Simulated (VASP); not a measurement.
# Cu2Ni3 (P-3m1) in VASP: single point with PBE

Aim: the single point of Cu2Ni3 with PBE.

Everything below comes from runs of VASP 6.6.1. Logs are shortened: lines on timing, memory, paths and dates and some standing lists are left out, and cuts for length are marked.

## 1. The cell of the first run

The structure is trigonal, space group P-3m1 (No. 164). Conventional cell: a = 2.506 Å, b = 2.506 Å, c = 20.761 Å, α = 90.00°, β = 90.00°, γ = 120.00°. Within 3.3 Å of Cu (site symmetry 3m) lie 9 Cu at 2.51 to 2.58 Å and 3 Ni at 2.55 Å. Cu (site symmetry 3m) has 6 Cu at 2.51 Å and 6 Ni at 2.55 Å within 3.3 Å. Ni (site symmetry 3m) has 9 Ni at 2.48 to 2.51 Å and 3 Cu at 2.55 Å within 3.3 Å. Within 3.3 Å of Ni (site symmetry 3m) lie 9 Ni at 2.48 to 2.51 Å and 3 Cu at 2.55 Å. Ni (site symmetry 3m) has 9 Ni at 2.48 to 2.51 Å and 3 Cu at 2.55 Å within 3.3 Å.

## 2. Single point, PBE, collinear spin, ferromagnetic start

Contents of INCAR:

```
SYSTEM = Cu2Ni3
  ALGO = Normal
  EDIFF = 1E-7
  ENCUT = 520
  GGA = PE
  ISIF = 2
  ISMEAR = 0
  ISPIN = 2
  LASPH = .True.
  LCHARG = .False.
  LMAXMIX = 4
  LORBIT = 11
  LREAL = .False.
  LWAVE = .False.
  MAGMOM = 0 0 0 0 0.54 0.54 0.54 0.54 0.54 0.54
  NBANDS = 67
  NELM = 150
  PREC = Accurate
  SIGMA = 0.1
```

Contents of KPOINTS:

```
k-points
0
Gamma
  6 6 1
  0 0 0
```

Contents of POSCAR:

```
Cu2Ni3
1.0
    2.5057070000      0.0000000000      0.0000000000
   -1.2528535000      2.1700059000      0.0000000000
    0.0000000000      0.0000000000     20.7614944000
Cu Ni
4 6
Direct
    0.3333333000      0.6666667000      0.0514330000
    0.3333333000      0.6666667000      0.6495860000
    0.6666667000      0.3333333000      0.9485670000
    0.6666667000      0.3333333000      0.3504140000
    0.3333333000      0.6666667000      0.8477110000
    0.3333333000      0.6666667000      0.2494070000
    0.3333333000      0.6666667000      0.4514280000
    0.6666667000      0.3333333000      0.1522890000
    0.6666667000      0.3333333000      0.5485720000
    0.6666667000      0.3333333000      0.7505930000
```

Potentials or basis: VASP PAW PBE potentials, release 64 (Cu, Ni).

Run with:

```console
$ cat potpaw_PBE.64/Cu/POTCAR potpaw_PBE.64/Ni/POTCAR > POTCAR
$ mpirun -np 1 vasp_std > vasp.out
```

OUTCAR:

```text
SYSTEM = Cu2Ni3
   EDIFF = 1E-7
   ENCUT = 520
   GGA = PE
   ISIF = 2
   ISMEAR = 0
   ISPIN = 2
   LASPH = .True.
   LORBIT = 11
   LREAL = .False.
   NELM = 150
   PREC = Accurate

 ion  position               nearest neighbor table
   1  0.333  0.667  0.051-   8 2.55   8 2.55   8 2.55   3 2.58   3 2.58   3 2.58
   2  0.333  0.667  0.650-  10 2.55  10 2.55  10 2.55   9 2.55   9 2.55   9 2.55
   3  0.667  0.333  0.949-   5 2.55   5 2.55   5 2.55   1 2.58   1 2.58   1 2.58
   4  0.667  0.333  0.350-   6 2.55   6 2.55   6 2.55   7 2.55   7 2.55   7 2.55
   5  0.333  0.667  0.848-  10 2.48  10 2.48  10 2.48   3 2.55   3 2.55   3 2.55
   6  0.333  0.667  0.249-   8 2.48   8 2.48   8 2.48   4 2.55   4 2.55   4 2.55
   7  0.333  0.667  0.451-   9 2.48   9 2.48   9 2.48   4 2.55   4 2.55   4 2.55
   8  0.667  0.333  0.152-   6 2.48   6 2.48   6 2.48   1 2.55   1 2.55   1 2.55
   9  0.667  0.333  0.549-   7 2.48   7 2.48   7 2.48   2 2.55   2 2.55   2 2.55
  10  0.667  0.333  0.751-   5 2.48   5 2.48   5 2.48   2 2.55   2 2.55   2 2.55

  LATTYP: Found a hexagonal cell.
 ALAT       =     2.5057070000
 C/A-ratio  =     8.2856832024

  Lattice vectors:

 A1 = (   2.5057070000,   0.0000000000,   0.0000000000)
 A2 = (  -1.2528535000,   2.1700059000,   0.0000000000)
 A3 = (   0.0000000000,   0.0000000000,  20.7614944000)

Analysis of symmetry for initial positions (statically):
=====================================================================
 Subroutine PRICEL returns:
 Original cell was already a primitive cell.

 Routine SETGRP: Setting up the symmetry group for a
 hexagonal supercell.

 Subroutine GETGRP returns: Found 12 space group operations
 (whereof 12 operations were pure point group operations)
 out of a pool of 24 trial point group operations.

The static configuration has the point symmetry D_3d.

Analysis of symmetry for dynamics (positions and initial velocities):
=====================================================================
 Subroutine PRICEL returns:
 Original cell was already a primitive cell.

 Routine SETGRP: Setting up the symmetry group for a
 hexagonal supercell.

 Subroutine GETGRP returns: Found 12 space group operations
 (whereof 12 operations were pure point group operations)
 out of a pool of 24 trial point group operations.

The dynamic configuration has the point symmetry D_3d.

Analysis of structural, dynamic, and magnetic symmetry:
=====================================================================
 Subroutine PRICEL returns:
 Original cell was already a primitive cell.

[... 157 lines left out ...]
 cond. band min:       8.4696315114   @ k =   0.1667  -0.0000   0.0000
 fundamental gap:      0.0071715025
 Fermi energy:         8.4635733980

 spin component 1

 k-point     1 :       0.0000    0.0000    0.0000
  band No.  band energies     occupation
      1      -0.6220      1.00000
      2      -0.2719      1.00000
      3      -0.1202      1.00000
      4       0.8297      1.00000
      5       0.9717      1.00000
      6       2.3294      1.00000
[... 458 lines left out ...]
     63      13.7928      0.00000
     64      14.1562      0.00000
 Fermi energy:         8.4635733980

 spin component 2

 k-point     1 :       0.0000    0.0000    0.0000
  band No.  band energies     occupation
      1      -0.6637      1.00000
      2      -0.3139      1.00000
      3      -0.1592      1.00000
      4       0.7891      1.00000
      5       0.9390      1.00000
      6       2.3010      1.00000
[... 458 lines left out ...]
     63      13.9320      0.00000
     64      14.2281      0.00000
 [bands above 64 left out]

------------------------ aborting loop because EDIFF is reached ----------------------------------------

  FORCE on cell =-STRESS in cart. coord.  units (eV):
  Direction    XX          YY          ZZ          XY          YZ          ZX
  --------------------------------------------------------------------------------------
  -------------------------------------------------------------------------------------
  Total        0.0157976      0.0157976     -0.1890018      0.0000000      0.0000000      0.0000000
  in kB        0.2242078      0.2242078     -2.6824197      0.0000000      0.0000000      0.0000000
  external PRESSURE =      -0.7446681 kB  Pullay stress =       0.0000000 kB

 VOLUME and BASIS-vectors are now :
 -----------------------------------------------------------------------------
  energy-cutoff  :      520.00
  volume of cell :      112.89
      direct lattice vectors                 reciprocal lattice vectors
     2.505707000  0.000000000  0.000000000     0.399088960  0.230414120  0.000000000
    -1.252853500  2.170005900  0.000000000     0.000000000  0.460828240  0.000000000
     0.000000000  0.000000000 20.761494400     0.000000000  0.000000000  0.048166090

 POSITION                                       TOTAL-FORCE (eV/Angst)
 -----------------------------------------------------------------------------------
     -0.00000      1.44667      1.06783         0.000000      0.000000      0.095919
     -0.00000      1.44667     13.48638        -0.000000      0.000000      0.003893
      1.25285      0.72334     19.69367        -0.000000     -0.000000     -0.095919
      1.25285      0.72334      7.27512         0.000000     -0.000000     -0.003893
     -0.00000      1.44667     17.59975         0.000000     -0.000000      0.016985
     -0.00000      1.44667      5.17806        -0.000000      0.000000     -0.018383
     -0.00000      1.44667      9.37232        -0.000000     -0.000000      0.043221
      1.25285      0.72334      3.16175        -0.000000      0.000000     -0.016985
      1.25285      0.72334     11.38917         0.000000      0.000000     -0.043221
      1.25285      0.72334     15.58343         0.000000     -0.000000      0.018383
 -----------------------------------------------------------------------------------
    total drift:                               -0.000000      0.000000     -0.000000

  FREE ENERGIE OF THE ION-ELECTRON SYSTEM (eV)
  ---------------------------------------------------
  free  energy   TOTEN  =       -47.5559855223 eV

  energy  without entropy=      -47.4759571143  energy(sigma->0) =      -47.51597132

 total charge

# of ion       s       p       d       tot
------------------------------------------
    1        0.453   0.400   9.175  10.028
    2        0.455   0.406   9.173  10.035
    3        0.453   0.400   9.175  10.028
    4        0.455   0.406   9.173  10.035
    5        0.481   0.461   8.340   9.281
    6        0.481   0.459   8.337   9.277
    7        0.481   0.460   8.335   9.276
    8        0.481   0.461   8.340   9.281
    9        0.481   0.460   8.335   9.276
   10        0.481   0.459   8.337   9.277
--------------------------------------------------
tot          4.700   4.373  86.722  95.796

 magnetization (x)

# of ion       s       p       d       tot
------------------------------------------
    1       -0.005  -0.012  -0.016  -0.033
    2       -0.005  -0.015  -0.001  -0.021
    3       -0.005  -0.012  -0.016  -0.033
    4       -0.005  -0.015  -0.001  -0.021
    5       -0.005  -0.016   0.375   0.354
    6       -0.006  -0.016   0.448   0.426
    7       -0.006  -0.018   0.463   0.439
    8       -0.005  -0.016   0.375   0.354
    9       -0.006  -0.018   0.463   0.439
   10       -0.006  -0.016   0.448   0.426
--------------------------------------------------
tot         -0.054  -0.153   2.537   2.330
```

stdout:

```text
POSCAR found type information on POSCAR CuNi
 POSCAR found :  2 types and      10 ions
 scaLAPACK will be used
 LDA part: xc-table for (Slater+PW92), standard interpolation
 POSCAR, INCAR and KPOINTS ok, starting setup
 FFT: planning ... GRIDC
 FFT: planning ... GRID_SOFT
 FFT: planning ... GRID
 WAVECAR not read
 entering main loop
```

Run time: 5.3 min. Hardware: 1 thread of Intel Xeon Platinum 8488C (Sapphire Rapids), shared host; peak memory 0.32 GiB.

What came out:

```yaml
Free_energy: -47.5560 eV
Pressure: -0.1 GPa
Largest_force: 0.096 eV/Å
Net_moment: 2.22 μB per cell
Site_moments: Cu -0.03, -0.02 (each value once); Ni +0.35, +0.43, +0.44 (each value once) μB
Valence_electrons_inside_the_program's_atomic_spheres: Cu 10.03, 10.04 (each value once); Ni 9.28
```

Forces in eV/Å, atoms in the order of the input:
```
Cu   0.000  0.000  0.096
Cu   0.000  0.000  0.004
Cu   0.000  0.000 -0.096
Cu   0.000  0.000 -0.004
Ni   0.000  0.000  0.017
Ni   0.000  0.000 -0.018
Ni   0.000  0.000  0.043
Ni   0.000  0.000 -0.017
Ni   0.000  0.000 -0.043
Ni   0.000  0.000  0.018
```

Caveat: the k points lie up to 0.48 Å⁻¹ apart.
